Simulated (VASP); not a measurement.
Br, 4 atoms in the cell. It takes space group Cmce (No. 64, orthorhombic). The conventional cell has a = 6.636 Å, b = 4.582 Å, c = 8.585 Å, α = 90.00°, β = 90.00°, γ = 90.00°. Within 3.0 Å of Br (site symmetry m) lie 1 Br at 2.26 Å. 

* Program: VASP 6.6.1
* Task: single point
* Functional: PBE
* Potentials or basis: VASP PAW PBE potentials, release 64 (Br)
* Cutoff: 520 eV
* k mesh: 7 × 7 × 3
* Occupations: fermi-dirac, width 0.05 eV
* Spin: no spin polarisation
* Dipole correction: no
* Further INCAR settings: ALGO = Normal; EDIFF = 1e-06; NBANDS = 22

Potentials or basis: VASP PAW PBE potentials, release 64 (Br).

Run with:

```bash
$ cat potpaw_PBE.64/Br/POTCAR > POTCAR
$ mpirun -np 1 vasp_std > vasp.out
```

Hardware: 1 thread of Intel(R) Xeon(R) 6975P-C (Granite Rapids), with other jobs on the host.

Q: How long does it take, and how much memory?

A: Wall time 28 s on 1 thread of Intel(R) Xeon(R) 6975P-C (Granite Rapids) (shared host), peak memory 0.25 GiB. Counts: scf iterations 12, k points 32.
